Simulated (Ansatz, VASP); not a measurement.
**Sn in VASP and in Ansatz**

```
Sn
1.0
    -0.19144    3.27432    3.27432
     3.27432   -0.19144    3.27432
     3.27432    3.27432   -0.19144
Sn
2
Direct
  0.99493 0.99493 0.99493
  0.25507 0.25507 0.25507
```

Change from the starting cell: epitaxial_111 strain +5.5%.

Alike in both runs: task single point; functional HSE06; k mesh 4 × 4 × 4; occupations fermi-dirac, width 0.02 eV; no spin polarisation.

|  | VASP | Ansatz |
| --- | --- | --- |
| version | VASP 6.6.1 | Ansatz 0.2.0 |
| potentials or method | VASP PAW PBE potentials, release 64 (Sn_d) | plane waves, PAW |
| plane-wave cutoff (eV) | 520 | 420 |
| valence electrons in the cell | 28 | 28 |

VASP gave:

* pressure (GPa): -2.5
* traceless stress, the component that is largest in VASP (GPa): 1.23
* rms of the force components (eV/Å): 0.037

Which values does Ansatz return?

Pressure (GPa): -2.5; traceless stress, the component that is largest in VASP (GPa): 1.23; rms of the force components (eV/Å): 0.036.

Atom by atom the forces differ by 0.001 eV/Å (rms over components). Ansatz's warnings: filled band counts differ across k points, stress exchange threshold loose, stress scf threshold loose.

The k mesh is coarse, so the values compare programs but aren't converged.
